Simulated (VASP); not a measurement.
# TiC (Fm-3m) in VASP: settings compared

The runs below take TiC through single point, with PBEsol, r2SCAN.

Program: VASP 6.6.1. These are calculated values, not measurements. Logs are shortened: lines on timing, memory, paths and dates and some standing lists are left out, and cuts for length are marked.

**1. The cell of the first run**

Symmetry: Fm-3m, No. 225, cubic system. Conventional cell: a = 4.333 Å, b = 4.333 Å, c = 4.333 Å, α = 90.00°, β = 90.00°, γ = 90.00°. Within 2.9 Å of Ti (site symmetry m-3m) lie 6 C at 2.17 Å. C (site symmetry m-3m) has 6 Ti at 2.17 Å within 2.9 Å.

**2. Single point, PBEsol**

File INCAR:

```
PREC     = Accurate       # precision mode
ENCUT    = 520            # plane-wave cutoff, eV
EDIFF    = 1E-6           # SCF threshold, eV
ISMEAR   = 0              # smearing method
SIGMA    = 0.1            # smearing width, eV
LREAL    = F              # projectors in reciprocal space
LASPH    = T              # aspherical terms in the spheres
NELM     = 100            # most SCF steps
ALGO     = Normal         # electronic algorithm
ISIF     = 2              # what is computed and relaxed
LWAVE    = F              # write WAVECAR
LCHARG   = F              # write CHGCAR
GGA      = PS             # functional
NBANDS   = 15             # bands
```

File KPOINTS:

```
Automatic mesh
0
Gamma
  16 16 16
```

File POSCAR:

```
TiC
1.0
    0.0000000000      2.1664107360      2.1664107360
    2.1664107360      0.0000000000      2.1664107360
    2.1664107360      2.1664107360      0.0000000000
Ti C
1 1
Direct
    0.0000000000      0.0000000000      0.0000000000
    0.5000000000      0.5000000000      0.5000000000
```

Potentials or basis: VASP PAW PBE potentials, release 64 (Ti_sv, C).

On the command line:

```
> cat potpaw_PBE.64/Ti_sv/POTCAR potpaw_PBE.64/C/POTCAR > POTCAR
> mpirun -np 1 vasp_std > vasp.out
```

OUTCAR:

```text
PREC = Accurate
   ENCUT = 520
   EDIFF = 1E-6
   ISMEAR = 0
   LREAL = F
   LASPH = T
   NELM = 100
   ISIF = 2
   GGA = PS

 ion  position               nearest neighbor table
   1  0.000  0.000  0.000-   2 2.17   2 2.17   2 2.17   2 2.17   2 2.17   2 2.17
   2  0.500  0.500  0.500-   1 2.17   1 2.17   1 2.17   1 2.17   1 2.17   1 2.17

  LATTYP: Found a face centered cubic cell.
 ALAT       =     4.3328214720

  Lattice vectors:

 A1 = (   0.0000000000,   2.1664107360,   2.1664107360)
 A2 = (   2.1664107360,   0.0000000000,   2.1664107360)
 A3 = (   2.1664107360,   2.1664107360,   0.0000000000)

Analysis of symmetry for initial positions (statically):
=====================================================================
 Subroutine PRICEL returns:
 Original cell was already a primitive cell.

 Routine SETGRP: Setting up the symmetry group for a
 face centered cubic supercell.

 Subroutine GETGRP returns: Found 48 space group operations
 (whereof 48 operations were pure point group operations)
 out of a pool of 48 trial point group operations.

The static configuration has the point symmetry O_h .

Analysis of symmetry for dynamics (positions and initial velocities):
=====================================================================
 Subroutine PRICEL returns:
 Original cell was already a primitive cell.

 Routine SETGRP: Setting up the symmetry group for a
 face centered cubic supercell.

 Subroutine GETGRP returns: Found 48 space group operations
 (whereof 48 operations were pure point group operations)
 out of a pool of 48 trial point group operations.

The dynamic configuration has the point symmetry O_h .

 Subroutine INISYM returns: Found 48 space group operations
 (whereof 48 operations are pure point group operations),
 and found     1 'primitive' translations

----------------------------------------------------------------------------------------

                                     Primitive cell

  volume of cell :      20.3354

  direct lattice vectors                    reciprocal lattice vectors
     0.000000000  2.166410736  2.166410736    -0.230796493  0.230796493  0.230796493
     2.166410736  0.000000000  2.166410736     0.230796493 -0.230796493  0.230796493
     2.166410736  2.166410736  0.000000000     0.230796493  0.230796493 -0.230796493

  length of vectors
     3.063767445  3.063767445  3.063767445     0.399751252  0.399751252  0.399751252

  position of ions in fractional coordinates (direct lattice)
     0.000000000  0.000000000  0.000000000
     0.500000000  0.500000000  0.500000000

  ion indices of the primitive-cell ions
   primitive index   ion index
                 1           1
                 2           2

----------------------------------------------------------------------------------------

 KPOINTS: Automatic mesh

Automatic generation of k-mesh.
 Grid dimensions read from file:
 generate k-points for:   16   16   16

 Generating k-lattice:

  Cartesian coordinates                     Fractional coordinates (reciprocal lattice)
    -0.014424781  0.014424781  0.014424781     0.062500000  0.000000000  0.000000000
     0.014424781 -0.014424781  0.014424781     0.000000000  0.062500000  0.000000000
     0.014424781  0.014424781 -0.014424781     0.000000000  0.000000000  0.062500000

  Length of vectors
     0.024984453  0.024984453  0.024984453

  Shift w.r.t. Gamma in fractional coordinates (k-lattice)
     0.000000000  0.000000000  0.000000000

 Subroutine IBZKPT returns following result:
 ===========================================

 Found    145 irreducible k-points:

 Following reciprocal coordinates:
            Coordinates               Weight
  0.000000  0.000000  0.000000      1.000000
  0.062500  0.000000  0.000000      8.000000
  0.125000  0.000000  0.000000      8.000000
  0.187500  0.000000  0.000000      8.000000
  0.250000  0.000000  0.000000      8.000000
  0.312500  0.000000  0.000000      8.000000
[... 16 lines left out ...]
 -0.125000  0.062500  0.000000     24.000000
 -0.062500  0.062500  0.000000     12.000000
 [... further k-points ...]
   k-points           NKPTS =    145   k-points in BZ     NKDIM =    145   number of bands    NBANDS=     15
   number of dos      NEDOS =    301   number of ions     NIONS =      2
   total plane-waves  NPLWV =  13824
   dimension x,y,z NGX =    24 NGY =   24 NGZ =   24
   dimension x,y,z NGXF=    48 NGYF=   48 NGZF=   48
   ions per type =               1   1
   NGX,Y,Z   is equivalent  to a cutoff of  13.02, 13.02, 13.02 a.u.
   NGXF,Y,Z  is equivalent  to a cutoff of  26.05, 26.05, 26.05 a.u.
 SYSTEM =  unknown system
   PREC   = accura    normal or accurate (medium, high low for compatibility)
   ISTART =      0    job   : 0-new  1-cont  2-samecut
   ICHARG =      2    charge: 1-file 2-atom 10-const
   ISPIN  =      1    spin polarized calculation?
   LNONCOLLINEAR =      F non collinear calculations
   LSORBIT =      F    spin-orbit coupling
   LASPH  =      T    aspherical Exc in radial PAW
   ENCUT  =  520.0 eV  38.22 Ry    6.18 a.u.   5.70  5.70  5.70*2*pi/ulx,y,z
   NELM   =    100;   NELMIN=  2; NELMDL= -5     # of ELM steps
   EDIFF  = 0.1E-05   stopping-criterion for ELM
   LREAL  =      F    real-space projection
   EDIFFG = 0.1E-04   stopping-criterion for IOM
   NSW    =      0    number of steps for IOM
   IBRION =     -1    ionic relax: 0-MD 1-quasi-New 2-CG
   NFREE  =      0    steps in history (QN), initial steepest desc. (CG)
   ISIF   =      2    stress and relaxation
   ISYM   =      2    0-nonsym 1-usesym 2-fastsym
   POTIM  = 0.5000    time-step for ionic-motion
   TEBEG  =    0.0;   TEEND  =   0.0 temperature during run
   PSTRESS=    0.0 pullay stress
   NELECT =      16.0000    total number of electrons
   NUPDOWN=      -1.0000    fix difference up-down
   EMIN   =  10.00;   EMAX   =-10.00  energy-range for DOS
   EFERMI =   0.00;   METHOD = LEGACY
   ISMEAR =     0;   SIGMA  =   0.10  broadening in eV -4-tet -1-fermi 0-gaus
   EFERMI_NEDOS =   21; number of points for ismear=-14 and -15
   IALGO  =     38    algorithm
   IMIX   =      4    mixing-type and parameters
     AMIX     =   0.40;   BMIX     =  1.00
     AMIX_MAG =   1.60;   BMIX_MAG =  1.00
  volume/ion in A,a.u.               =      10.17        68.61
  Fermi-wavevector in a.u.,A,eV,Ry     =   1.511346  2.856031 31.077993  2.284168
  Thomas-Fermi vector in A             =   2.621416
   LORBIT       =      0    0 simple, 1 ext, 2 COOP (PROOUT), +10 PAW based schemes
   GGA     = PS    functional components
   LHFCALC =     F    Hartree Fock is set to
   AEXX    =    0.0000 exact exchange contribution
   IVDW    =     0    specifies the selected vdW correction
   LEPSILON=     F    determine dielectric tensor
   LRPA    =     F    only Hartree local field effects (RPA)
 non-spin polarized calculation
 Gauss-broadening in eV      SIGMA  =   0.10
  energy-cutoff  :      520.00
  volume of cell :       20.34
 maximum number of plane-waves:       568
   NGX = 11   NGY = 11   NGZ = 11

 number of electron      16.0000000 magnetization

 Free energy of the ion-electron system (eV)
  ---------------------------------------------------
  ext. energy  EPLUGINS =         0.00000000
  ---------------------------------------------------
  free energy    TOTEN  =       -19.79129785 eV

  energy without entropy =      -19.78928918  energy(sigma->0) =      -19.79029352

 E-fermi :   9.2786     XC(G=0): -12.8552

 val. band max:        9.2750543466   @ k =   0.1250   0.1250   0.0000
 cond. band min:       9.2877089066   @ k =   0.1250   0.0625   0.0000
 fundamental gap:      0.0126545600
 Fermi energy:         9.2785620840

 k-point     1 :       0.0000    0.0000    0.0000
  band No.  band energies     occupation
      1     -47.0421      2.00000
      2     -23.1691      2.00000
      3     -23.1691      2.00000
      4     -23.1691      2.00000
      5      -3.0734      2.00000
      6       9.9538      0.00000
      7       9.9538      0.00000
      8       9.9538      0.00000
      9      10.9924      0.00000
     10      10.9924      0.00000
     11      10.9924      0.00000
     12      11.0144      0.00000
     13      11.0144      0.00000
     14      19.7514      0.00000
     15      23.2126      0.00000

 k-point     2 :       0.0625    0.0000    0.0000
  band No.  band energies     occupation
      1     -47.0393      2.00000
      2     -23.1891      2.00000
      3     -23.1710      2.00000
      4     -23.1710      2.00000
      5      -2.9843      2.00000
      6       9.5196      0.00065
      7       9.7640      0.00000
      8       9.7640      0.00000
      9      10.3146      0.00000
     10      10.3146      0.00000
     11      11.2208      0.00000
     12      12.0120      0.00000
     13      12.0120      0.00000
     14      19.9116      0.00000
     15      23.2553      0.00000

 k-point     3 :       0.1250    0.0000    0.0000
  band No.  band energies     occupation
      1     -47.0312      2.00000
      2     -23.2457      2.00000
      3     -23.1764      2.00000
      4     -23.1764      2.00000
      5      -2.7227      2.00000
      6       8.6477      2.00000
      7       9.0100      1.99985
      8       9.0100      1.99985
      9      10.3811      0.00000
     10      10.3811      0.00000
     11      11.5420      0.00000
     12      13.0776      0.00000
     13      13.0776      0.00000
     14      20.2991      0.00000
     15      23.2934      0.00000
[... 343 lines left out ...]
 k-point    23 :      -0.1250    0.0625    0.0000
  band No.  band energies     occupation
      1     -47.0253      2.00000
      2     -23.2786      2.00000
      3     -23.1950      2.00000
      4     -23.1738      2.00000
      5      -2.5278      2.00000
      6       8.1672      2.00000
      7       8.5039      2.00000
      8       8.6920      2.00000
      9      10.2646      0.00000
     10      10.8296      0.00000
     11      11.8545      0.00000
     12      12.9229      0.00000
     13      14.0487      0.00000
     14      20.5594      0.00000
     15      23.2854      0.00000

 k-point    24 :      -0.0625    0.0625    0.0000
  band No.  band energies     occupation
      1     -47.0347      2.00000
      2     -23.2167      2.00000
      3     -23.1823      2.00000
      4     -23.1703      2.00000
      5      -2.8386      2.00000
      6       9.0688      1.99699
      7       9.2443      1.37165
      8       9.2714      1.08108
      9      10.0654      0.00000
     10      10.6637      0.00000
     11      11.5714      0.00000
     12      12.1323      0.00000
     13      13.0010      0.00000
     14      20.1573      0.00000
     15      23.2991      0.00000

 [... further k-points ...]
[... 5 lines left out ...]
  --------------------------------------------------------------------------------------
  -------------------------------------------------------------------------------------
  Total       -0.8523120     -0.8523120     -0.8523120     -0.0000000      0.0000000     -0.0000000
  in kB      -67.1516697    -67.1516697    -67.1516697     -0.0000000      0.0000000     -0.0000000
  external PRESSURE =     -67.1516697 kB  Pullay stress =       0.0000000 kB

 VOLUME and BASIS-vectors are now :
 -----------------------------------------------------------------------------
  energy-cutoff  :      520.00
  volume of cell :       20.34
      direct lattice vectors                 reciprocal lattice vectors
     0.000000000  2.166410736  2.166410736    -0.230796493  0.230796493  0.230796493
     2.166410736  0.000000000  2.166410736     0.230796493 -0.230796493  0.230796493
     2.166410736  2.166410736  0.000000000     0.230796493  0.230796493 -0.230796493

 POSITION                                       TOTAL-FORCE (eV/Angst)
 -----------------------------------------------------------------------------------
      0.00000      0.00000      0.00000        -0.000000      0.000000     -0.000000
      2.16641      2.16641      2.16641         0.000000     -0.000000      0.000000
 -----------------------------------------------------------------------------------
    total drift:                                0.000000     -0.000000     -0.000000

  FREE ENERGIE OF THE ION-ELECTRON SYSTEM (eV)
  ---------------------------------------------------
  free  energy   TOTEN  =       -19.7912978514 eV

  energy  without entropy=      -19.7892891836  energy(sigma->0) =      -19.79029352
```

It took 31 s on 1 thread of Intel Xeon 8259CL, shared host; peak memory 0.17 GiB.

Results:

```
Free energy            : -19.7913 eV
Pressure               : -6.7 GPa
Band gap on the k mesh : zero (bands 8 and 9 overlap by 1.07 eV)
```

Caveat: the cell stands under tension; the PAW data sets were made with another functional, which shifts forces and pressure a little.

**3. Single point, r2SCAN**

POSCAR is that of step 2.

File INCAR.step1:

```
ALGO     = Normal         # electronic algorithm
EDIFF    = 1E-4           # SCF threshold, eV
ENCUT    = 520            # plane-wave cutoff, eV
GGA      = PE             # functional
ISMEAR   = 0              # smearing method
LASPH    = T              # aspherical terms in the spheres
LCHARG   = F              # write CHGCAR
LREAL    = F              # projectors in reciprocal space
LWAVE    = T              # write WAVECAR
NBANDS   = 15             # bands
NELM     = 60             # most SCF steps
PREC     = Accurate       # precision mode
SIGMA    = 0.1            # smearing width, eV
```

File INCAR.step2:

```
ALGO     = Normal         # electronic algorithm
EDIFF    = 1E-6           # SCF threshold, eV
ENCUT    = 520            # plane-wave cutoff, eV
ISIF     = 2              # what is computed and relaxed
ISMEAR   = 0              # smearing method
ISTART   = 1            
LASPH    = T              # aspherical terms in the spheres
LCHARG   = F              # write CHGCAR
LMIXTAU  = T            
LREAL    = F              # projectors in reciprocal space
LWAVE    = F              # write WAVECAR
METAGGA  = R2SCAN         # meta-GGA
NBANDS   = 15             # bands
NELM     = 60             # most SCF steps
PREC     = Accurate       # precision mode
SIGMA    = 0.1            # smearing width, eV
```

File KPOINTS:

```
k-points
0
Gamma
  16 16 16
```

Potentials or basis: VASP PAW PBE potentials, release 64 (Ti_sv, C).

On the command line:

```
> cat potpaw_PBE.64/Ti_sv/POTCAR potpaw_PBE.64/C/POTCAR > POTCAR
> cp INCAR.step1 INCAR
> mpirun -np 1 vasp_std > vasp.out
> cp INCAR.step2 INCAR
> mpirun -np 1 vasp_std > vasp.out
```

Run time: 3 min. Hardware: 1 thread of Intel Xeon 8259CL, shared host; peak memory 0.18 GiB.

Results (log left out):

* Free energy: -24.8691 eV
* Pressure: 0.0 GPa
* Band gap on the k mesh: zero (bands 8 and 9 overlap by 1.32 eV)

Levels at points of the mesh, in eV from the Fermi level:
```
           k point  band 6  band 7  band 8  band 9  band 10  band 11
(0.00, 0.00, 0.00)    0.87    0.87    0.87    1.67     1.67     1.67
(0.50, 0.00, 0.00)   -6.08   -3.12   -3.12    3.14     3.14     4.37
(0.50, 0.50, 0.00)   -3.68   -1.51   -0.14   -0.14     2.73     3.77
```

Caveat: the PAW data sets were made with another functional, which shifts forces and pressure a little.
